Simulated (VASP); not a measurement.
# Au (I4/mmm) in VASP: further runs

Au is run at these levels: PBE; tasks: single point.

Everything below comes from runs of VASP 6.6.1. Logs are shortened: lines on timing, memory, paths and dates and some standing lists are left out, and cuts for length are marked.

### Step 1. The cell of the first run

The structure is tetragonal, space group I4/mmm (No. 139). Conventional cell: a = 2.849 Å, b = 2.849 Å, c = 4.152 Å, α = 90.00°, β = 90.00°, γ = 90.00°. Within 3.8 Å of Au (site symmetry 4/mmm) lie 12 Au at 2.85 to 2.89 Å.

### Step 2. Single point, PBE (strain -0.015 along x and y, +0.015 along z)

File INCAR:

```
PREC = Accurate ; ENCUT = 520
EDIFF = 1E-7 ; ISMEAR = 0
SIGMA = 0.15 ; LREAL = False
LASPH = True ; NELM = 100
ALGO = Normal ; ISIF = 2
LWAVE = False ; LCHARG = False
GGA = PE ; NBANDS = 12
```

File KPOINTS:

```
Automatic mesh
0
Gamma
  20 20 20
```

File POSCAR:

```
Au
1.0
    0.0000000000      2.0148175000      2.0761825000
    2.0148175000      0.0000000000      2.0761825000
    2.0148175000      2.0148175000      0.0000000000
Au
1
Direct
    0.0000000000      0.0000000000      0.0000000000
```

Potentials or basis: VASP PAW PBE potentials, release 64 (Au).

On the command line:

```console
$ cat potpaw_PBE.64/Au/POTCAR > POTCAR
$ mpirun -np 1 vasp_std > vasp.out
```

OUTCAR:

```text
PREC = Accurate
   ENCUT = 520
   EDIFF = 1E-7
   ISMEAR = 0
   LREAL = False
   LASPH = True
   NELM = 100
   ISIF = 2
   GGA = PE

 ion  position               nearest neighbor table
   1  0.000  0.000  0.000-

  LATTYP: Found a body centered tetragonal cell.
 ALAT       =     2.8493822342
 C/A-ratio  =     1.4572860567

  Lattice vectors:

 A1 = (  -2.0148175000,   0.0000000000,   2.0761825000)
 A2 = (   2.0148175000,   0.0000000000,   2.0761825000)
 A3 = (   0.0000000000,   2.0148175000,  -2.0761825000)

Analysis of symmetry for initial positions (statically):
=====================================================================
 Subroutine PRICEL returns:
 Original cell was already a primitive cell.

 Routine SETGRP: Setting up the symmetry group for a
 body centered tetragonal supercell.

 Subroutine GETGRP returns: Found 16 space group operations
 (whereof 16 operations were pure point group operations)
 out of a pool of 16 trial point group operations.

The static configuration has the point symmetry D_4h.

Analysis of symmetry for dynamics (positions and initial velocities):
=====================================================================
 Subroutine PRICEL returns:
 Original cell was already a primitive cell.

 Routine SETGRP: Setting up the symmetry group for a
 body centered tetragonal supercell.

 Subroutine GETGRP returns: Found 16 space group operations
 (whereof 16 operations were pure point group operations)
 out of a pool of 16 trial point group operations.

The dynamic configuration has the point symmetry D_4h.

 Subroutine INISYM returns: Found 16 space group operations
 (whereof 16 operations are pure point group operations),
 and found     1 'primitive' translations

----------------------------------------------------------------------------------------

                                     Primitive cell

  volume of cell :      16.8565

  direct lattice vectors                    reciprocal lattice vectors
     0.000000000  2.014817500  2.076182500    -0.248161434  0.248161434  0.240826613
     2.014817500  0.000000000  2.076182500     0.248161434 -0.248161434  0.240826613
     2.014817500  2.014817500  0.000000000     0.248161434  0.248161434 -0.240826613

  length of vectors
     2.893099261  2.893099261  2.849382234     0.425635586  0.425635586  0.425635586

  position of ions in fractional coordinates (direct lattice)
     0.000000000  0.000000000  0.000000000

  ion indices of the primitive-cell ions
   primitive index   ion index
                 1           1

----------------------------------------------------------------------------------------

 KPOINTS: Automatic mesh

Automatic generation of k-mesh.
 Grid dimensions read from file:
 generate k-points for:   20   20   20

 Generating k-lattice:

  Cartesian coordinates                     Fractional coordinates (reciprocal lattice)
    -0.012408072  0.012408072  0.012041331     0.050000000 -0.000000000  0.000000000
     0.012408072 -0.012408072  0.012041331    -0.000000000  0.050000000  0.000000000
     0.012408072  0.012408072 -0.012041331     0.000000000  0.000000000  0.050000000

  Length of vectors
     0.021281779  0.021281779  0.021281779

  Shift w.r.t. Gamma in fractional coordinates (k-lattice)
     0.000000000  0.000000000  0.000000000

 Subroutine IBZKPT returns following result:
 ===========================================

 Found    641 irreducible k-points:

 Following reciprocal coordinates:
            Coordinates               Weight
  0.000000  0.000000  0.000000      1.000000
  0.050000 -0.000000  0.000000      8.000000
  0.100000 -0.000000  0.000000      8.000000
  0.150000 -0.000000  0.000000      8.000000
  0.200000 -0.000000  0.000000      8.000000
  0.250000 -0.000000  0.000000      8.000000
[... 16 lines left out ...]
 -0.400000  0.050000  0.000000      8.000000
 -0.350000  0.050000  0.000000      8.000000
 [... further k-points ...]
   k-points           NKPTS =    641   k-points in BZ     NKDIM =    641   number of bands    NBANDS=     12
   number of dos      NEDOS =    301   number of ions     NIONS =      1
   total plane-waves  NPLWV =  13824
   dimension x,y,z NGX =    24 NGY =   24 NGZ =   24
   dimension x,y,z NGXF=    48 NGYF=   48 NGZF=   48
   ions per type =               1
   NGX,Y,Z   is equivalent  to a cutoff of  13.79, 13.79, 14.00 a.u.
   NGXF,Y,Z  is equivalent  to a cutoff of  27.58, 27.58, 28.01 a.u.
 SYSTEM =  unknown system
   PREC   = accura    normal or accurate (medium, high low for compatibility)
   ISTART =      0    job   : 0-new  1-cont  2-samecut
   ICHARG =      2    charge: 1-file 2-atom 10-const
   ISPIN  =      1    spin polarized calculation?
   LNONCOLLINEAR =      F non collinear calculations
   LSORBIT =      F    spin-orbit coupling
   LASPH  =      T    aspherical Exc in radial PAW
   ENCUT  =  520.0 eV  38.22 Ry    6.18 a.u.   5.38  5.38  5.30*2*pi/ulx,y,z
   NELM   =    100;   NELMIN=  2; NELMDL= -5     # of ELM steps
   EDIFF  = 0.1E-06   stopping-criterion for ELM
   LREAL  =      F    real-space projection
   EDIFFG = 0.1E-05   stopping-criterion for IOM
   NSW    =      0    number of steps for IOM
   IBRION =     -1    ionic relax: 0-MD 1-quasi-New 2-CG
   NFREE  =      0    steps in history (QN), initial steepest desc. (CG)
   ISIF   =      2    stress and relaxation
   ISYM   =      2    0-nonsym 1-usesym 2-fastsym
   POTIM  = 0.5000    time-step for ionic-motion
   TEBEG  =    0.0;   TEEND  =   0.0 temperature during run
   PSTRESS=    0.0 pullay stress
   NELECT =      11.0000    total number of electrons
   NUPDOWN=      -1.0000    fix difference up-down
   EMIN   =  10.00;   EMAX   =-10.00  energy-range for DOS
   EFERMI =   0.00;   METHOD = LEGACY
   ISMEAR =     0;   SIGMA  =   0.15  broadening in eV -4-tet -1-fermi 0-gaus
   EFERMI_NEDOS =   21; number of points for ismear=-14 and -15
   IALGO  =     38    algorithm
   IMIX   =      4    mixing-type and parameters
     AMIX     =   0.40;   BMIX     =  1.00
     AMIX_MAG =   1.60;   BMIX_MAG =  1.00
  volume/ion in A,a.u.               =      16.86       113.75
  Fermi-wavevector in a.u.,A,eV,Ry     =   1.419984  2.683380 27.434164  2.016354
  Thomas-Fermi vector in A             =   2.540947
   LORBIT       =      0    0 simple, 1 ext, 2 COOP (PROOUT), +10 PAW based schemes
   GGA     = PE    functional components
   LHFCALC =     F    Hartree Fock is set to
   AEXX    =    0.0000 exact exchange contribution
   IVDW    =     0    specifies the selected vdW correction
   LEPSILON=     F    determine dielectric tensor
   LRPA    =     F    only Hartree local field effects (RPA)
 non-spin polarized calculation
 Gauss-broadening in eV      SIGMA  =   0.15
  energy-cutoff  :      520.00
  volume of cell :       16.86
 maximum number of plane-waves:       469
 NGX is ok and might be reduce to    24
   NGX = 11   NGY = 11   NGZ = 11

 number of electron      10.9999998 magnetization

 Free energy of the ion-electron system (eV)
  ---------------------------------------------------
  ext. energy  EPLUGINS =         0.00000000
  ---------------------------------------------------
  free energy    TOTEN  =        -3.18770294 eV

  energy without entropy =       -3.18452484  energy(sigma->0) =       -3.18611389

 E-fermi :   9.6607     XC(G=0): -12.7824

 val. band max:        9.6380315106   @ k =  -0.3000   0.2000   0.1000
 cond. band min:       9.6638589468   @ k =   0.5000   0.1000   0.0000
 fundamental gap:      0.0258274362
 Fermi energy:         9.6606594040

 k-point     1 :       0.0000    0.0000    0.0000
  band No.  band energies     occupation
      1      -0.3139      2.00000
      2       4.7250      2.00000
      3       5.0018      2.00000
      4       5.0018      2.00000
      5       6.2949      2.00000
      6       6.5977      2.00000
      7      24.1785      0.00000
      8      27.8811      0.00000
      9      28.4045      0.00000
     10      28.4045      0.00000
     11      33.1830      0.00000
     12      37.7297      0.00000

 k-point     2 :       0.0500   -0.0000    0.0000
  band No.  band energies     occupation
      1      -0.2254      2.00000
      2       4.7365      2.00000
      3       4.9916      2.00000
      4       5.0326      2.00000
      5       6.2838      2.00000
      6       6.5799      2.00000
      7      24.2862      0.00000
      8      27.5712      0.00000
      9      28.2297      0.00000
     10      28.5125      0.00000
     11      33.7145      0.00000
     12      36.4903      0.00000

 k-point     3 :       0.1000   -0.0000    0.0000
  band No.  band energies     occupation
      1       0.0344      2.00000
      2       4.7343      2.00000
      3       4.9974      2.00000
      4       5.1165      2.00000
      5       6.2629      2.00000
      6       6.5367      2.00000
      7      24.5564      0.00000
      8      26.3515      0.00000
      9      28.4719      0.00000
     10      28.8213      0.00000
     11      33.8034      0.00000
     12      35.7900      0.00000
[... 286 lines left out ...]
 k-point    23 :      -0.4000    0.0500    0.0000
  band No.  band energies     occupation
      1       2.3081      2.00000
      2       4.7692      2.00000
      3       5.0852      2.00000
      4       6.8138      2.00000
      5       7.3516      2.00000
      6       8.2604      2.00000
      7      14.5004      0.00000
      8      23.8135      0.00000
      9      26.4005      0.00000
     10      27.9451      0.00000
     11      33.7926      0.00000
     12      34.8280      0.00000

 k-point    24 :      -0.3500    0.0500    0.0000
  band No.  band energies     occupation
      1       2.2649      2.00000
      2       4.8493      2.00000
      3       5.1589      2.00000
      4       6.0386      2.00000
      5       7.0889      2.00000
      6       7.7104      2.00000
      7      16.3028      0.00000
      8      24.1518      0.00000
      9      26.8816      0.00000
     10      28.8634      0.00000
     11      32.8915      0.00000
     12      34.2758      0.00000

 [... further k-points ...]

------------------------ aborting loop because EDIFF is reached ----------------------------------------

  FORCE on cell =-STRESS in cart. coord.  units (eV):
  Direction    XX          YY          ZZ          XY          YZ          ZX
  --------------------------------------------------------------------------------------
  -------------------------------------------------------------------------------------
  Total        1.1530641      1.1530641      1.0310217      0.0000000      0.0000000      0.0000000
  in kB      109.5966000    109.5966000     97.9966935      0.0000000      0.0000000      0.0000000
  external PRESSURE =     105.7299645 kB  Pullay stress =       0.0000000 kB

 VOLUME and BASIS-vectors are now :
 -----------------------------------------------------------------------------
  energy-cutoff  :      520.00
  volume of cell :       16.86
      direct lattice vectors                 reciprocal lattice vectors
     0.000000000  2.014817500  2.076182500    -0.248161434  0.248161434  0.240826613
     2.014817500  0.000000000  2.076182500     0.248161434 -0.248161434  0.240826613
     2.014817500  2.014817500  0.000000000     0.248161434  0.248161434 -0.240826613

 POSITION                                       TOTAL-FORCE (eV/Angst)
 -----------------------------------------------------------------------------------
      0.00000      0.00000      0.00000         0.000000      0.000000      0.000000
 -----------------------------------------------------------------------------------
    total drift:                               -0.000000      0.000000     -0.000000

  FREE ENERGIE OF THE ION-ELECTRON SYSTEM (eV)
  ---------------------------------------------------
  free  energy   TOTEN  =        -3.1877029430 eV

  energy  without entropy=       -3.1845248417  energy(sigma->0) =       -3.18611389
```

Wall time 2.2 min (1 thread of Intel Xeon 8259CL, shared host); peak memory 0.25 GiB.

Results:

```
Free energy            : -3.1877 eV
Pressure               : 10.6 GPa
Band gap on the k mesh : zero (an odd number of electrons rules out a gap without spin polarisation)
```

Levels at points of the mesh, in eV from the Fermi level:
| k point | band 4 | band 5 | band 6 | band 7 | band 8 | band 9 |
| --- | --- | --- | --- | --- | --- | --- |
| (0.00, 0.00, 0.00) | -4.66 | -3.37 | -3.06 | 14.52 | 18.22 | 18.74 |
| (0.50, 0.00, 0.00) | -2.05 | -1.93 | -1.01 | 3.13 | 13.91 | 16.94 |
| (0.50, 0.50, 0.00) | -1.67 | -1.67 | 0.65 | 5.40 | 10.40 | 10.40 |
| (0.50, 0.00, 0.50) | -1.76 | -1.54 | 1.16 | 6.10 | 9.84 | 9.90 |

Caveat: the cell differs from its parent crystal (strain -0.015 along x and y, +0.015 along z); the cell stands under pressure; spin-orbit coupling is left out, which moves the levels of the heavy elements.

### Step 3. Single point, PBE (strain -0.015 along x and y, +0.030 along z)

File INCAR:

```
PREC = Accurate ; ENCUT = 520
EDIFF = 1E-6 ; ISMEAR = 0
SIGMA = 0.15 ; LREAL = F
LASPH = T ; NELM = 60
ALGO = Normal ; ISIF = 2
LWAVE = F ; LCHARG = T
GGA = PE ; LELF = T
LVHAR = T ; NBANDS = 12
```

File KPOINTS:

```
regular mesh
0
Gamma
  20 20 20
```

File POSCAR:

```
Au
1.0
    0.0000000000      2.0148175000      2.1068650000
    2.0148175000      0.0000000000      2.1068650000
    2.0148175000      2.0148175000      0.0000000000
Au
1
Direct
    0.0000000000      0.0000000000      0.0000000000
```

Potentials or basis: VASP PAW PBE potentials, release 64 (Au).

On the command line:

```console
$ cat potpaw_PBE.64/Au/POTCAR > POTCAR
$ mpirun -np 1 vasp_std > vasp.out
```

It took 2.5 min on 1 thread of Intel Xeon 8259CL, shared host; peak memory 0.25 GiB.

The run converged. Its results:

| Item | Value |
| --- | --- |
| Free energy | -3.2007 eV |
| Pressure | 7.8 GPa |
| Band gap on the k mesh | zero (an odd number of electrons rules out a gap without spin polarisation) |

Stress tensor (GPa, compression positive):
```
8.37 0.00 0.00
0.00 8.37 0.00
0.00 0.00 6.67
```

Levels at points of the mesh, in eV from the Fermi level:
```csv
k point,band 2,band 3,band 4,band 5,band 6,band 7,band 8,band 9,band 10,band 11
"(0.00, 0.00, 0.00)",-4.95,-4.55,-4.55,-3.41,-2.97,14.54,18.00,18.74,18.74,23.42
"(0.50, 0.00, 0.00)",-4.91,-4.54,-2.08,-1.91,-0.95,3.05,13.86,16.73,17.59,24.21
"(0.50, 0.50, 0.00)",-6.75,-2.01,-1.70,-1.70,0.53,5.05,10.52,10.52,17.63,20.21
"(0.50, 0.00, 0.50)",-6.72,-2.06,-1.83,-1.50,1.28,6.09,9.70,9.78,16.97,19.52
```

Caveat: the cell differs from its parent crystal (strain -0.015 along x and y, +0.030 along z); the cell stands under pressure; spin-orbit coupling is left out, which moves the levels of the heavy elements.

### Step 4. Single point, PBE (strain +0.000 along x and y, +0.015 along z)

File INCAR:

```
ALGO = Normal ; EDIFF = 1E-6
ENCUT = 520 ; GGA = PE
ISIF = 2 ; ISMEAR = 0
LASPH = True ; LCHARG = False
LREAL = False ; LWAVE = False
NBANDS = 12 ; NELM = 100
PREC = Accurate ; SIGMA = 0.15
```

File KPOINTS:

```
k-points
0
Gamma
  20 20 20
```

File POSCAR:

```
Au
1.0
    0.0000000000      2.0455000000      2.0761825000
    2.0455000000      0.0000000000      2.0761825000
    2.0455000000      2.0455000000      0.0000000000
Au
1
Direct
    0.0000000000      0.0000000000      0.0000000000
```

On the command line:

```console
$ cat potpaw_PBE.64/Au/POTCAR > POTCAR
$ mpirun -np 1 vasp_std > vasp.out
```

It took 2.6 min on 1 thread of Intel Xeon 8259CL, shared host; peak memory 0.25 GiB.

It converged, with:

| Quantity | Value |
| --- | --- |
| Free energy | -3.2139 eV |
| Pressure | 5.0 GPa |
| Band gap on the k mesh | zero (an odd number of electrons rules out a gap without spin polarisation) |

Stress tensor (GPa, compression positive):
```
5.16 0.00 0.00
0.00 5.16 0.00
0.00 0.00 4.66
```

Levels at points of the mesh, in eV from the Fermi level:
```tsv
k point	band 4	band 5	band 6	band 7	band 8	band 9
(0.00, 0.00, 0.00)	-4.53	-3.18	-3.04	14.57	18.29	18.53
(0.50, 0.00, 0.00)	-1.98	-1.92	-0.85	2.99	14.00	16.85
(0.50, 0.50, 0.00)	-1.64	-1.64	0.93	5.41	10.15	10.15
(0.50, 0.00, 0.50)	-1.69	-1.58	1.18	5.75	9.87	9.90
```

Caveat: the cell differs from its parent crystal (strain +0.000 along x and y, +0.015 along z); the cell stands under pressure; spin-orbit coupling is left out, which moves the levels of the heavy elements.

(Part 1 of 2 ends here.)

The gap in the log of VASP goes by the Fermi energy; the results here count the filled bands.